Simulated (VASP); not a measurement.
Crystal: ScSiTe3.

```
CELL_PARAMETERS angstrom
4.69293 0.00000 0.00000
0.00000 4.69293 0.00000
0.00000 0.00000 6.17858
ATOMIC_POSITIONS crystal
Sc 0.50000 0.50000 0.69522
Si 0.00000 0.00000 0.97332
Te 0.50000 0.00000 0.19528
Te 0.00000 0.50000 0.19528
Te 0.00000 0.00000 0.54911
```

The cell was built from a structure type or drawn by symmetry, and may not be a known phase.

```yaml
Program: VASP 6.6.1
Task: relaxation of cell and atoms
Functional: PBE
Potentials_or_basis: VASP PAW PBE potentials, release 64 (Sc_sv, Si, Te)
Cutoff: 600 eV
k_mesh: 4 × 4 × 4
Occupations: gaussian, width 0.1 eV
Spin: no spin polarisation
```

At the start: pressure 2.7 GPa; volume 27.21 Å³/atom.

Question: How do energy, volume and symmetry change on relaxing?

Answer: Over 32 steps the energy falls by 622.3 meV/atom and the volume is 32.73 Å³/atom (+20.3 %); space group P4mm (No. 99, to 0.1 Å) before and after.

Step by step:
```tsv
step	energy change (eV)	largest force (eV/Å)	pressure (GPa)	volume (Å³)
1	0.0000	1.8173	2.66	136.07
2	-0.3374	1.2506	-0.51	145.16
3	-0.5189	1.1879	-3.13	158.20
4	-0.7830	1.2288	-2.42	156.43
5	-1.1137	1.9737	0.93	151.73
6	-1.3091	1.2679	0.82	152.37
7	-1.3501	1.4212	0.88	152.89
8	-1.5235	1.5003	-0.26	156.04
9	-1.7102	1.4482	-2.06	162.68
10	-1.7448	1.3201	-2.67	165.75
11	-1.8650	1.0834	-2.14	164.10
12	-2.0812	0.8055	0.11	159.10
13	-2.0879	0.8278	1.15	157.28
14	-2.0909	0.8281	0.80	157.87
15	-2.1453	0.6550	0.56	159.12
16	-2.2095	0.6454	0.39	161.59
17	-2.3479	0.7784	0.91	166.55
18	-2.4486	0.8638	0.72	169.26
19	-2.5750	0.9862	0.62	177.13
20	-2.6445	0.9762	-0.12	178.85
21	-2.6844	0.9079	-1.14	181.70
22	-2.7474	0.9028	-0.99	179.73
23	-2.8993	1.0528	-0.55	173.85
24	-2.8361	1.5082	0.97	162.11
25	-2.9570	1.2356	-0.19	169.65
26	-3.0414	0.4173	0.02	167.29
27	-3.0478	0.6507	0.16	166.46
28	-3.0789	0.4861	-0.14	166.46
29	-3.1015	0.2023	-0.59	166.45
30	-3.1082	0.0877	0.41	162.42
31	-3.1097	0.1115	0.10	163.60
32	-3.1113	0.0364	0.03	163.65
```

Final structure:
```
Sc Si Te
1.0
     5.03784    0.00000    0.00000
     0.00000    5.03784    0.00000
     0.00000    0.00000    6.44808
Sc Si Te
1 1 3
Direct
  0.50000 0.50000 0.79610
  0.00000 0.00000 0.17868
  0.50000 0.00000 0.03078
  0.00000 0.50000 0.03078
  0.00000 0.00000 0.57186
```

Caveat: the volume moved by over 15 % at a fixed basis, so the end points are rough.
